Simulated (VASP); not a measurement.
Wanted: the native input for a VASP 6.6.1 run.

```
Task                   : single point
Functional             : PBE
Potentials or basis    : VASP PAW PBE potentials, release 64 (Ni, Sb)
Cutoff                 : 520 eV
k mesh                 : 6 × 6 × 4
Occupations            : gaussian, width 0.1 eV
Spin                   : no spin polarisation
Dipole correction      : no
Further INCAR settings : ALGO = Normal; EDIFF = 1e-06; NBANDS = 23
```

The structure of NiSb lies in POSCAR:

```
NiSb
1.0
    3.9399999606      0.0000000000      0.0000000000
   -1.9699999803      3.4121400568      0.0000000000
    0.0000000000      0.0000000000      5.1400000000
Ni Sb
2 2
Direct
    0.0000000000      0.0000000000      0.0000000000
    0.0000000000      0.0000000000      0.5000000000
    0.3840947552      0.6666666667      0.2500000000
    0.6666666667      0.3333333333      0.7500000000
```

One way to write it, as run:

INCAR

```
SYSTEM = NiSb
PREC = Accurate
ENCUT = 520
EDIFF = 1E-6
ISMEAR = 0
SIGMA = 0.1
LREAL = .FALSE.
LASPH = .TRUE.
NELM = 60
ALGO = Normal
ISIF = 2
LWAVE = .FALSE.
LCHARG = .FALSE.
GGA = PE
NBANDS = 23
```

KPOINTS

```
Automatic mesh
0
G
  6 6 4
  0 0 0
```

Potentials or basis: VASP PAW PBE potentials, release 64 (Ni, Sb).

Command:

```console
$ cat potpaw_PBE.64/Ni/POTCAR potpaw_PBE.64/Sb/POTCAR > POTCAR
$ mpirun -np 1 vasp_std > vasp.out
```

It gave:

```
Pressure               : 3.7 GPa
Largest force          : 1.573 eV/Å
Band gap on the k mesh : zero (bands 15 and 16 overlap by 3.20 eV)
```

Caveat: the cell stands under pressure; spin-orbit coupling is left out, which moves the levels of the heavy elements; forces of over 1 eV/Å act on the atoms, so gaps and moduli don't describe the material at rest.

Wall time 2.4 min on 1 thread of Intel(R) Xeon(R) Platinum 8375C CPU @ 2.90GHz (Ice Lake) (shared host), peak memory 0.23 GiB.
